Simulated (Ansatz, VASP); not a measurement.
# One calculation of NiO, two programs

The input INCAR:

```
PREC = Accurate ; ENCUT = 520
EDIFF = 1E-6 ; ISMEAR = 0
SIGMA = 0.1 ; LREAL = F
LASPH = T ; NELM = 150
ALGO = Normal ; ISIF = 2
LWAVE = F ; LCHARG = F
ISPIN = 2 ; MAGMOM = 1.61 0.41
LORBIT = 11 ; LMAXMIX = 4
GGA = PE ; NBANDS = 19
```

Contents of KPOINTS:

```
Automatic mesh
0
Gamma
  6 6 6
```

The input POSCAR:

```
NiO
1.0
    0.0000000000      2.2406275000      2.2406275000
    2.2406275000      0.0000000000      2.2406275000
    2.2406275000      2.2406275000      0.0000000000
Ni O
1 1
Direct
    0.0000000000      0.0000000000      0.0000000000
    0.7500000000      0.7500000000      0.7500000000
```

Input for Ansatz:

```yaml
crystal:
  lattice:
    - [0.0, 2.2406275, 2.2406275]
    - [2.2406275, 0.0, 2.2406275]
    - [2.2406275, 2.2406275, 0.0]
  atoms:
    - { symbol: Ni, position: [0.0, 0.0, 0.0], spin: 1.61 }
    - { symbol: O, position: [0.75, 0.75, 0.75], spin: 0.41 }
basis:
  ecutwfc: 420
kpoints:
  mp_grid: { grid: [6, 6, 6] }
hamiltonian:
  xc: pbe
scf:
  occupations: { method: gaussian, width: 0.1 }
  lower_state_search: "off"
output:
  forces: true
  stress: true
  eigenvalues: true
  populations: true
magnetization:
  spin_polarized: true
```

Change from the starting cell: relaxed end of: species swapped into the BeSe type (F-43m, No. 216).

Alike in both runs: task single point; functional PBE; k mesh 6 × 6 × 6; occupations gaussian, width 0.1 eV; collinear spin.

|  | VASP | Ansatz |
| --- | --- | --- |
| version | VASP 6.6.1 | Ansatz 0.2.0 |
| potentials or method | VASP PAW PBE potentials, release 64 (Ni, O), cutoff 520 eV | scalar-relativistic, plane waves, PAW |
| valence electrons in the cell | 16 | 24 |

Ansatz gave:

```
gap on the k mesh at the Fermi level (eV)                     : none
pressure (GPa)                                                : 0.2
net moment per atom (μB)                                      : 0.98
size of the moment on the site where the two differ most (μB) : 1.48
```

Problem. Which values does VASP return?

Solution. gap on the k mesh at the Fermi level (eV): none; pressure (GPa): 0.5; net moment per atom (μB): 0.97; size of the moment on the site where the two differ most (μB): 1.52.

Site moments also hang on the region over which each program counts them. A gap of «none» marks a metal or a gap that the smearing closes. With one functional, cell and mesh, what is left measures potentials, basis and numerics. VASP's potentials hold 16 valence electrons a cell and Ansatz's 24, so a difference there can come from the potentials and not from the codes.

The k mesh is coarse, so the values compare programs but aren't converged.
